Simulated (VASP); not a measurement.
A run of VASP 6.6.1 is set up as follows.

The input INCAR:

```
ALGO     = Normal         # electronic algorithm
EDIFF    = 1E-6           # SCF threshold, eV
ENCUT    = 520            # plane-wave cutoff, eV
GGA      = PS             # functional
ISIF     = 2              # what is computed and relaxed
ISMEAR   = 0              # smearing method
LASPH    = T              # aspherical terms in the spheres
LCHARG   = F              # write CHGCAR
LREAL    = F              # projectors in reciprocal space
LWAVE    = F              # write WAVECAR
NBANDS   = 15             # bands
NELM     = 60             # most SCF steps
PREC     = Accurate       # precision mode
SIGMA    = 0.02           # smearing width, eV
```

The input KPOINTS:

```
k-points
0
Gamma
  8 8 8
```

The input POSCAR:

```
BaS
1.0
    0.0000000000      3.1937500000      3.1937500000
    3.1937500000      0.0000000000      3.1937500000
    3.1937500000      3.1937500000      0.0000000000
Ba S
1 1
Direct
    0.0234833659      0.0234833659     -0.0234833659
    0.5000000000      0.5000000000      0.5000000000
```

Potentials or basis: VASP PAW PBE potentials, release 64 (Ba_sv, S).

Run with:

```bash
$ cat potpaw_PBE.64/Ba_sv/POTCAR potpaw_PBE.64/S/POTCAR > POTCAR
$ mpirun -np 1 vasp_std > vasp.out
```

Q: Estimate the pressure.

A: -0.3 GPa.

Q: What does it give for the largest force?

A: 0.324 eV/Å.

Q: What does it give for the band gap on the k mesh?

A: 2.02 eV (least direct gap 2.13 eV).

Stress tensor (GPa, compression positive):
```
-0.64  0.00  0.00
 0.00 -0.64  0.00
 0.00  0.00  0.40
```

Caveat: the cell differs from its parent crystal (one atom moved); the PAW data sets were made with another functional, which shifts forces and pressure a little; spin-orbit coupling is left out, which moves the levels of the heavy elements. A k mesh can miss the band edges.
